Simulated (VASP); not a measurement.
Set up this calculation in VASP 6.6.1, as the native input.

```yaml
Task: single point
Functional: PBEsol
Potentials_or_basis: VASP PAW PBE potentials, release 64 (Mg, S)
Cutoff: 520 eV
k_mesh: 6 × 6 × 2
Occupations: gaussian, width 0.02 eV
Spin: no spin polarisation
Dipole_correction: no
Further_INCAR_settings: ALGO = Normal; EDIFF = 1e-06; NBANDS = 26
```

The structure of MgS lies in POSCAR:

```
MgS
1.0
    3.9912606827      0.0000000000      0.0000000000
   -1.9956303413      3.4565331443      0.0000000000
    0.0000000000      0.0000000000     12.9118540139
Mg S
4 4
Direct
    0.6666666667      0.3333333333      0.0382491724
    0.0000000000      0.0000000000      0.2873297322
    0.0000000000      0.0000000000      0.7873297322
    0.3333333333      0.6666666667      0.5382491724
    0.6666666667      0.3333333333      0.2268815989
    0.0000000000      0.0000000000      0.9765035366
    0.0000000000      0.0000000000      0.4765035366
    0.3333333333      0.6666666667      0.7268815989
```

One way to write it, as run:

INCAR

```
SYSTEM = MgS
PREC     = Accurate       ! precision mode
ENCUT    = 520            ! plane-wave cutoff, eV
EDIFF    = 1E-6           ! SCF threshold, eV
ISMEAR   = 0              ! smearing method
SIGMA    = 0.02           ! smearing width, eV
LREAL    = .FALSE.        ! projectors in reciprocal space
LASPH    = .TRUE.         ! aspherical terms in the spheres
NELM     = 60             ! most SCF steps
ALGO     = Normal         ! electronic algorithm
ISIF     = 2              ! what is computed and relaxed
LWAVE    = .FALSE.        ! write WAVECAR
LCHARG   = .FALSE.        ! write CHGCAR
GGA      = PS             ! functional
NBANDS   = 26             ! bands
```

KPOINTS

```
regular mesh
0
G
  6 6 2
  0 0 0
```

Potentials or basis: VASP PAW PBE potentials, release 64 (Mg, S).

Command:

```bash
$ cat potpaw_PBE.64/Mg/POTCAR potpaw_PBE.64/S/POTCAR > POTCAR
$ mpirun -np 1 vasp_std > vasp.out
```

It gave:

```yaml
Pressure: 0.7 GPa
Largest_force: 0.006 eV/Å
Band_gap_on_the_k_mesh: 3.38 eV
```

Caveat: the PAW data sets were made with another functional, which shifts forces and pressure a little.

Run time: 2.4 min on 1 thread of Intel Xeon 8259CL, with other jobs on the host, peak memory 0.29 GiB.
